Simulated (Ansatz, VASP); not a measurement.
## One calculation of Pt, two programs

POSCAR

```
Pt
1.0
    2.7606656158      0.0000000000      0.0000000000
   -1.3803328079      2.3908065546      0.0000000000
    0.0000000000      0.0000000000      4.7921340000
Pt
2
Direct
    0.6666666700      0.3333333300      0.7500000000
    0.3333333300      0.6666666700      0.2500000000
```

INCAR.step1

```
PREC = Accurate ; ENCUT = 520
ISMEAR = 0 ; SIGMA = 0.1
LREAL = False ; LASPH = True
NELM = 80 ; NBANDS = 17
GGA = PE ; ALGO = Normal
EDIFF = 1E-4 ; LWAVE = True
LCHARG = False
```

The input INCAR.step2:

```
PREC = Accurate ; ENCUT = 520
EDIFF = 1E-6 ; ISMEAR = 0
SIGMA = 0.1 ; LREAL = False
LASPH = True ; NELM = 80
ALGO = Normal ; ISIF = 2
LWAVE = False ; LCHARG = False
METAGGA = R2SCAN ; LMIXTAU = True
NBANDS = 17 ; ISTART = 1
```

The input KPOINTS:

```
Automatic mesh
0
Gamma
  18 18 10
```

Input for Ansatz:

```yaml
crystal:
  lattice:
    - [2.7606656158, 0.0, 0.0]
    - [-1.3803328079, 2.3908065546, 0.0]
    - [0.0, 0.0, 4.792134]
  atoms:
    - { symbol: Pt, position: [0.66666667, 0.33333333, 0.75] }
    - { symbol: Pt, position: [0.33333333, 0.66666667, 0.25] }
basis:
  ecutwfc: 500
kpoints:
  mp_grid: { grid: [18, 18, 10] }
hamiltonian:
  xc: r2scan
scf:
  occupations: { method: gaussian, width: 0.1 }
output:
  forces: true
  stress: true
  eigenvalues: true
  populations: true
```

Alike in both runs: task single point; functional r2SCAN; k mesh 18 × 18 × 10; occupations gaussian, width 0.1 eV; no spin polarisation.

```csv
,VASP,Ansatz
version,VASP 6.6.1,Ansatz 0.2.0
potentials or method,"VASP PAW PBE potentials, release 64 (Pt), cutoff 520 eV","scalar-relativistic, plane waves, PAW"
valence electrons in the cell,20,36
```

```tsv
	VASP	Ansatz	Ansatz less VASP
gap on the k mesh at the Fermi level (eV)	none	none	-
pressure (GPa)	-5.9	-6.5	-0.55
traceless stress, the component that is largest in VASP (GPa)	1.06	1.28	+0.214
```

VASP's potentials were made for PBE, not for r2SCAN. A gap of «none» marks a metal or a gap that the smearing closes. VASP's potentials hold 20 valence electrons a cell and Ansatz's 36, so a difference there can come from the potentials and not from the codes.

Neither program's run includes spin-orbit coupling.
